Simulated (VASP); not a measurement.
SnSe: single point with PBEsol

Crystal: SnSe.

```
CELL_PARAMETERS angstrom
0.00000 3.02993 3.02993
3.02993 0.00000 3.02993
3.02993 3.02993 0.00000
ATOMIC_POSITIONS crystal
Sn 0.00000 0.00000 0.00000
Se 0.50000 0.50000 0.50000
```

```
Program                : VASP 6.6.1
Task                   : single point
Functional             : PBEsol
Potentials or basis    : VASP PAW PBE potentials, release 64 (Sn_d, Se)
Cutoff                 : 520 eV
k mesh                 : 8 × 8 × 8
Occupations            : fermi-dirac, width 0.05 eV
Spin                   : no spin polarisation
Dipole correction      : no
Further INCAR settings : ALGO = Normal; EDIFF = 1e-06; NBANDS = 17
```

```
Pressure               : -2.8 GPa
Band gap on the k mesh : 0.57 eV, direct
```

Levels at points of the mesh, in eV from the valence-band top:
| k point | band 8 | band 9 | band 10 | band 11 | band 12 | band 13 |
| --- | --- | --- | --- | --- | --- | --- |
| (0.00, 0.00, 0.00) | -2.05 | -2.05 | -2.05 | 4.28 | 4.28 | 4.28 |
| (0.50, 0.00, 0.00) | -1.81 | -1.81 | 0.00 | 0.57 | 1.30 | 1.30 |
| (0.50, 0.50, 0.00) | -5.29 | -3.48 | -3.48 | 3.06 | 5.28 | 5.28 |

Run time: 13 s on 1 thread of AMD EPYC 9R45 (Zen 5), with other jobs on the host, peak memory 0.15 GiB.

Caveat: the PAW data sets were made with another functional, which shifts forces and pressure a little; spin-orbit coupling is left out, which moves the levels of the heavy elements. A k mesh can miss the band edges.
